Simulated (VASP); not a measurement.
# Al in VASP: single point with PBEsol

Aim: the single point of Al with PBEsol.

Program: VASP 6.6.1. These are calculated values, not measurements. Logs are shortened: lines on timing, memory, paths and dates and some standing lists are left out, and cuts for length are marked.

**1. The cell of the first run**

The cell holds a slab with vacuum, 24 atoms: a = 2.827 Å, b = 10.410 Å, c = 31.523 Å, α = 90.00°, β = 90.00°, γ = 90.00°.

**2. Single point, PBEsol**

Contents of INCAR:

```
PREC     = Accurate       # precision mode
ENCUT    = 520            # plane-wave cutoff, eV
EDIFF    = 1E-7           # SCF threshold, eV
ISMEAR   = 0              # smearing method
SIGMA    = 0.1            # smearing width, eV
LREAL    = Auto         
LASPH    = T              # aspherical terms in the spheres
NELM     = 100            # most SCF steps
ALGO     = Fast           # electronic algorithm
ISIF     = 2              # what is computed and relaxed
LWAVE    = F              # write WAVECAR
LCHARG   = F              # write CHGCAR
LDIPOL   = T            
IDIPOL   = 3            
DIPOL    = 0.5 0.5 0.501
GGA      = PS             # functional
NBANDS   = 54             # bands
```

Contents of KPOINTS:

```
regular mesh
0
Gamma
  21 6 1
```

Contents of POSCAR:

```
Al
1.0
    2.8270770200      0.0000000000      0.0000000000
    0.0000000000     10.4095899100      0.0000000000
    0.0000000000      0.0000000000     31.5228390497
Al
24
Direct
    0.5000000000      0.8421972700      0.3172303099
    0.5000000000      0.1106367200      0.3286534208
    0.0000000000      0.6106367200      0.3286534208
    0.5000000000      0.3790761800      0.3400765223
    0.0000000000      0.9528339900      0.3857689472
    0.0000000000      0.2212734400      0.3971920487
    0.5000000000      0.7212734400      0.3971920487
    0.0000000000      0.4897129000      0.4086151596
    0.5000000000      0.0634707100      0.4543075751
    0.5000000000      0.3319101700      0.4657306860
    0.0000000000      0.8319101700      0.4657306860
    0.5000000000      0.6003496200      0.4771537876
    0.0000000000      0.1736546277      0.5236477714
    0.0000000000      0.4432743798      0.5349322077
    0.5000000000      0.9412003129      0.5346679817
    0.0000000000      0.7114988218      0.5464916045
    0.5000000000      0.2848466587      0.5931828420
    0.5000000000      0.5524771625      0.6052096699
    0.0000000000      0.0502019178      0.6038961502
    0.5000000000      0.8203421164      0.6161397173
    0.0000000000      0.3948945840      0.6640744176
    0.0000000000      0.6605967042      0.6753882885
    0.5000000000      0.1618575125      0.6730795540
    0.0000000000      0.9305412502      0.6849494722
```

Potentials or basis: VASP PAW PBE potentials, release 64 (Al).

On the command line:

```
> cat potpaw_PBE.64/Al/POTCAR > POTCAR
> mpirun -np 1 vasp_std > vasp.out
```

OUTCAR:

```text
PREC = Accurate
   ENCUT = 520
   EDIFF = 1E-7
   ISMEAR = 0
   LREAL = Auto
   LASPH = T
   NELM = 100
   ISIF = 2
   GGA = PS

 ion  position               nearest neighbor table
   1  0.500  0.842  0.317-   2 2.82   7 2.82   3 2.82   3 2.82   5 2.83   5 2.83
   2  0.500  0.111  0.329-   5 2.82   5 2.82   1 2.82   4 2.82   6 2.83   6 2.83
   3  0.000  0.611  0.329-   4 2.82   4 2.82   8 2.82   1 2.82   1 2.82   7 2.83   7 2.83
   4  0.500  0.379  0.340-   3 2.82   3 2.82   6 2.82   6 2.82   2 2.82   8 2.83   8 2.83
   5  0.000  0.953  0.386-   6 2.82   2 2.82   2 2.82  11 2.82   7 2.82   7 2.82   9 2.83   9 2.83
                             1 2.83   1 2.83
   6  0.000  0.221  0.397-   5 2.82   9 2.82   9 2.82   4 2.82   4 2.82   8 2.82   2 2.83   2 2.83
                            10 2.83  10 2.83
   7  0.500  0.721  0.397-   8 2.82   8 2.82  12 2.82   5 2.82   5 2.82   1 2.82   3 2.83   3 2.83
                            11 2.83  11 2.83
   8  0.000  0.490  0.409-  10 2.82  10 2.82   7 2.82   7 2.82   3 2.82   6 2.82  12 2.83  12 2.83
                             4 2.83   4 2.83
   9  0.500  0.063  0.454-   6 2.82   6 2.82  11 2.82  11 2.82  10 2.82   5 2.83   5 2.83  15 2.83
                            13 2.84  13 2.84
  10  0.500  0.332  0.466-  12 2.82   8 2.82   8 2.82   9 2.82   6 2.83   6 2.83  13 2.84  13 2.84
                            14 2.85  14 2.85
  11  0.000  0.832  0.466-   9 2.82   9 2.82   5 2.82  12 2.82  12 2.82   7 2.83   7 2.83  15 2.83
[... 9 lines left out ...]
  16  0.000  0.711  0.546-  15 2.80  15 2.80  14 2.82  11 2.84  20 2.85  20 2.85  12 2.85  12 2.85
                            18 2.86  18 2.86
  17  0.500  0.285  0.593-  18 2.81  23 2.83  19 2.84  19 2.84  14 2.84  14 2.84  13 2.85  13 2.85
                            21 2.88  21 2.88
  18  0.500  0.552  0.605-  20 2.81  17 2.81  21 2.85  21 2.85  22 2.86  22 2.86  16 2.86  16 2.86
                            14 2.86  14 2.86
  19  0.000  0.050  0.604-  20 2.81  20 2.81  15 2.84  15 2.84  13 2.84  17 2.84  17 2.84  24 2.84
                            23 2.85  23 2.85
  20  0.500  0.820  0.616-  19 2.81  19 2.81  18 2.81  24 2.83  24 2.83  16 2.85  16 2.85  15 2.86
                            22 2.87  22 2.87
  21  0.000  0.395  0.664-  22 2.79  23 2.82  23 2.82  18 2.85  18 2.85  17 2.88  17 2.88
  22  0.000  0.661  0.675-  21 2.79  24 2.83  18 2.86  18 2.86  20 2.87  20 2.87
  23  0.500  0.162  0.673-  24 2.82  24 2.82  21 2.82  21 2.82  17 2.83  19 2.85  19 2.85
  24  0.000  0.931  0.685-  23 2.82  23 2.82  22 2.83  20 2.83  20 2.83  19 2.84

  LATTYP: Found a simple orthorhombic cell.
 ALAT       =     2.8270770200
 B/A-ratio  =     3.6821034009
 C/A-ratio  =    11.1503290596

  Lattice vectors:

 A1 = (   2.8270770200,   0.0000000000,   0.0000000000)
 A2 = (   0.0000000000,  10.4095899100,   0.0000000000)
 A3 = (   0.0000000000,   0.0000000000,  31.5228390497)

Analysis of symmetry for initial positions (statically):
=====================================================================
 Subroutine PRICEL returns:
 Original cell was already a primitive cell.

 Routine SETGRP: Setting up the symmetry group for a
 simple orthorhombic supercell.

 Subroutine GETGRP returns: Found  2 space group operations
 (whereof  2 operations were pure point group operations)
 out of a pool of  8 trial point group operations.

The static configuration has the point symmetry C_1h.

Analysis of symmetry for dynamics (positions and initial velocities):
=====================================================================
 Subroutine PRICEL returns:
 Original cell was already a primitive cell.

 Routine SETGRP: Setting up the symmetry group for a
 simple orthorhombic supercell.

 Subroutine GETGRP returns: Found  2 space group operations
 (whereof  2 operations were pure point group operations)
 out of a pool of  8 trial point group operations.

The dynamic configuration has the point symmetry C_1h.

 Subroutine INISYM returns: Found  2 space group operations
 (whereof  2 operations are pure point group operations),
 and found     1 'primitive' translations

----------------------------------------------------------------------------------------

                                     Primitive cell

  volume of cell :     927.6766

  direct lattice vectors                    reciprocal lattice vectors
     2.827077020  0.000000000  0.000000000     0.353722234  0.000000000  0.000000000
     0.000000000 10.409589910  0.000000000     0.000000000  0.096065264  0.000000000
     0.000000000  0.000000000 31.522839050     0.000000000  0.000000000  0.031723031

  length of vectors
     2.827077020 10.409589910 31.522839050     0.353722234  0.096065264  0.031723031

[... 75 lines left out ...]
 ===========================================

 Found     44 irreducible k-points:

 Following reciprocal coordinates:
            Coordinates               Weight
  0.000000  0.000000  0.000000      1.000000
  0.047619  0.000000  0.000000      2.000000
  0.095238  0.000000  0.000000      2.000000
  0.142857  0.000000  0.000000      2.000000
  0.190476  0.000000  0.000000      2.000000
  0.238095  0.000000  0.000000      2.000000
[... 16 lines left out ...]
  0.000000  0.333333  0.000000      2.000000
  0.047619  0.333333  0.000000      4.000000
 [... further k-points ...]
   k-points           NKPTS =     44   k-points in BZ     NKDIM =     44   number of bands    NBANDS=     54
   number of dos      NEDOS =    301   number of ions     NIONS =     24
   total plane-waves  NPLWV = 460800
   dimension x,y,z NGX =    24 NGY =   80 NGZ =  240
   dimension x,y,z NGXF=    48 NGYF=  160 NGZF=  480
   ions per type =              24
   NGX,Y,Z   is equivalent  to a cutoff of  14.11, 12.78, 12.66 a.u.
   NGXF,Y,Z  is equivalent  to a cutoff of  28.23, 25.55, 25.31 a.u.
 SYSTEM =  unknown system
   PREC   = accura    normal or accurate (medium, high low for compatibility)
   ISTART =      0    job   : 0-new  1-cont  2-samecut
   ICHARG =      2    charge: 1-file 2-atom 10-const
   ISPIN  =      1    spin polarized calculation?
   LNONCOLLINEAR =      F non collinear calculations
   LSORBIT =      F    spin-orbit coupling
   LASPH  =      T    aspherical Exc in radial PAW
   ENCUT  =  520.0 eV  38.22 Ry    6.18 a.u.   5.26 19.35 58.61*2*pi/ulx,y,z
   NELM   =    100;   NELMIN=  2; NELMDL= -5     # of ELM steps
   EDIFF  = 0.1E-06   stopping-criterion for ELM
   LREAL  =      T    real-space projection
   EDIFFG = 0.1E-05   stopping-criterion for IOM
   NSW    =      0    number of steps for IOM
   IBRION =     -1    ionic relax: 0-MD 1-quasi-New 2-CG
   NFREE  =      0    steps in history (QN), initial steepest desc. (CG)
   ISIF   =      2    stress and relaxation
   ISYM   =      2    0-nonsym 1-usesym 2-fastsym
   POTIM  = 0.5000    time-step for ionic-motion
   TEBEG  =    0.0;   TEEND  =   0.0 temperature during run
   PSTRESS=    0.0 pullay stress
   NELECT =      72.0000    total number of electrons
   NUPDOWN=      -1.0000    fix difference up-down
   EMIN   =  10.00;   EMAX   =-10.00  energy-range for DOS
   EFERMI =   0.00;   METHOD = LEGACY
   ISMEAR =     0;   SIGMA  =   0.10  broadening in eV -4-tet -1-fermi 0-gaus
   EFERMI_NEDOS =   21; number of points for ismear=-14 and -15
   IALGO  =     68    algorithm
   IMIX   =      4    mixing-type and parameters
     AMIX     =   0.40;   BMIX     =  1.00
     AMIX_MAG =   1.60;   BMIX_MAG =  1.00
  volume/ion in A,a.u.               =      38.65       260.84
  Fermi-wavevector in a.u.,A,eV,Ry     =   0.698318  1.319630  6.634861  0.487649
  Thomas-Fermi vector in A             =   1.781889
   LORBIT       =      0    0 simple, 1 ext, 2 COOP (PROOUT), +10 PAW based schemes
   GGA     = PS    functional components
   LHFCALC =     F    Hartree Fock is set to
   AEXX    =    0.0000 exact exchange contribution
   IVDW    =     0    specifies the selected vdW correction
   LEPSILON=     F    determine dielectric tensor
   LRPA    =     F    only Hartree local field effects (RPA)
 non-spin polarized calculation
 RMM-DIIS sequential band-by-band and
 Gauss-broadening in eV      SIGMA  =   0.10
  energy-cutoff  :      520.00
  volume of cell :      927.68
 maximum number of plane-waves:     25058
 NGX is ok and might be reduce to    24
   NGX = 11   NGY = 39   NGZ =117

 dipolmoment           0.000000      0.000000      0.002373 electrons x Angstroem

 number of electron      72.0000000 magnetization

 dipolmoment           0.000000      0.000000     -0.001438 electrons x Angstroem

 Free energy of the ion-electron system (eV)
  ---------------------------------------------------
  ext. energy  EPLUGINS =         0.00000000
  ---------------------------------------------------
  free energy    TOTEN  =       -94.11438238 eV

  energy without entropy =      -94.06227914  energy(sigma->0) =      -94.08833076

 E-fermi :   1.0054     XC(G=0):  -4.9133

 val. band max:        0.9932576702   @ k =   0.2857   0.3333   0.0000
 cond. band min:       1.0071438845   @ k =   0.3810   0.5000   0.0000
 fundamental gap:      0.0138862143
 Fermi energy:         1.0054394031

 k-point     1 :       0.0000    0.0000    0.0000
  band No.  band energies     occupation
      1     -10.1242      2.00000
      2      -9.5476      2.00000
      3      -8.7730      2.00000
      4      -8.7631      2.00000
      5      -8.6158      2.00000
      6      -8.1953      2.00000
[... 1213 lines left out ...]
     47       4.3803      0.00000
     48       4.4162      0.00000

 [... further k-points ...]

 [bands above 48 left out]

------------------------ aborting loop because EDIFF is reached ----------------------------------------

 vacuum level on the upper side and lower side of the slab       (xc-potential included)        -0.052        -0.044

  FORCE on cell =-STRESS in cart. coord.  units (eV):
  Direction    XX          YY          ZZ          XY          YZ          ZX
  --------------------------------------------------------------------------------------
  -------------------------------------------------------------------------------------
  Total       -2.7919291     -1.6848252      2.1638390      0.0000000     -0.6540591      0.0000000
  in kB       -4.8219021     -2.9098382      3.7371363      0.0000000     -1.1296165      0.0000000
  external PRESSURE =      -1.3315347 kB  Pullay stress =       0.0000000 kB

 VOLUME and BASIS-vectors are now :
 -----------------------------------------------------------------------------
  energy-cutoff  :      520.00
  volume of cell :      927.68
      direct lattice vectors                 reciprocal lattice vectors
     2.827077020  0.000000000  0.000000000     0.353722234  0.000000000  0.000000000
     0.000000000 10.409589910  0.000000000     0.000000000  0.096065264  0.000000000
     0.000000000  0.000000000 31.522839050     0.000000000  0.000000000  0.031723031

 POSITION                                       TOTAL-FORCE (eV/Angst)
 -----------------------------------------------------------------------------------
      1.41354      8.76693     10.00000         0.000000      0.008598     -0.075568
      1.41354      1.15168     10.36009         0.000000      0.061365     -0.165081
      0.00000      6.35648     10.36009         0.000000      0.006993     -0.079451
      1.41354      3.94603     10.72018         0.000000     -0.012438     -0.171471
      0.00000      9.91861     12.16053         0.000000     -0.041529      0.029945
      0.00000      2.30337     12.52062         0.000000      0.031344      0.024886
[... 16 lines left out ...]
      1.41354      1.68487     21.21738         0.000000     -0.011875      0.015176
      0.00000      9.68655     21.59155         0.000000     -0.016048      0.035934
 -----------------------------------------------------------------------------------
    total drift:                                0.000000     -0.003051      0.000338

  FREE ENERGIE OF THE ION-ELECTRON SYSTEM (eV)
  ---------------------------------------------------
  free  energy   TOTEN  =       -94.1143823808 eV

  energy  without entropy=      -94.0622791377  energy(sigma->0) =      -94.08833076

 vacuum level on the upper side and lower side of the slab         5.156         5.164
```

Wall time 1.9 h (1 thread of Oxide Virtual Turin-like, shared host); peak memory 1.7 GiB.

Results:

| Quantity | Value |
| --- | --- |
| Free energy | -94.1144 eV |
| Largest force | 0.176 eV/Å |
| Band gap on the k mesh | zero (bands 36 and 37 overlap by 1.45 eV) |

Forces in eV/Å, atoms in the order of the input:
```
Al   0.000  0.009 -0.076
Al   0.000  0.061 -0.165
Al   0.000  0.007 -0.079
Al   0.000 -0.012 -0.171
Al   0.000 -0.042  0.030
Al   0.000  0.031  0.025
Al   0.000  0.074  0.027
Al   0.000 -0.037  0.042
Al   0.000 -0.022  0.081
Al   0.000 -0.067  0.107
Al   0.000  0.031  0.017
Al   0.000  0.004  0.057
Al   0.000  0.032  0.029
Al   0.000  0.029  0.041
Al   0.000  0.011  0.029
Al   0.000 -0.052  0.032
Al   0.000  0.027 -0.015
Al   0.000 -0.025 -0.042
Al   0.000  0.022 -0.021
Al   0.000 -0.047 -0.013
Al   0.000 -0.035 -0.005
Al   0.000  0.028  0.021
Al   0.000 -0.012  0.015
Al   0.000 -0.016  0.036
```

Caveat: the PAW data sets were made with another functional, which shifts forces and pressure a little.
